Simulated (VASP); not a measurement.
Runs of VASP 6.6.1 on Fe. The structure is that of space group I4/mmm (No. 139), or close to it. The cells are those of the table. 

```tsv
task	cell	gap on the mesh (eV)	pressure (GPa)	moment (μB)
electric field gradients	a = 2.781, b = 2.488, c = 2.469 Å, angles 68.3, 56.2, 55.6°, 1 atom	none	(a)	2.18
single point	a = 2.772, b = 2.479, c = 2.461 Å, angles 68.3, 56.2, 55.6°, 1 atom	none	-20.3	2.16
electric field gradients	a = 2.753, b = 2.463, c = 2.444 Å, angles 68.3, 56.2, 55.6°, 1 atom	none	-17.4	2.11
single point	a = 2.799, b = 2.504, c = 2.485 Å, angles 68.3, 56.2, 55.6°, 1 atom	none	-24.0	2.22
electric field gradients	a = 2.706, b = 2.421, c = 2.403 Å, angles 68.3, 56.2, 55.6°, 1 atom	none	(b)	1.99
single point	a = 2.706, b = 2.421, c = 2.403 Å, angles 68.3, 56.2, 55.6°, 1 atom	none	-8.5	1.99
```

Alike in all rows: level LDA; potentials or basis VASP PAW LDA potentials, release 64 (Fe); spin collinear, ferromagnetic start; k mesh 16 × 16 × 16; cutoff (eV) 520; smearing fermi-dirac 0.05 eV.

Q: Fill in the values left out.

A: (a) -21.5; (b) -8.4.

Caveats: the stress differs along the axes, from -15 to -4 GPa (at least some runs); the stress differs along the axes, from -27 to -18 GPa (at least some runs); the stress differs along the axes, from -26 to -17 GPa (at least some runs); the stress differs along the axes, from -23 to -14 GPa (at least some runs); the stress differs along the axes, from -29 to -21 GPa (at least some runs).

A gap of «none» marks levels without a gap at the run's occupations.
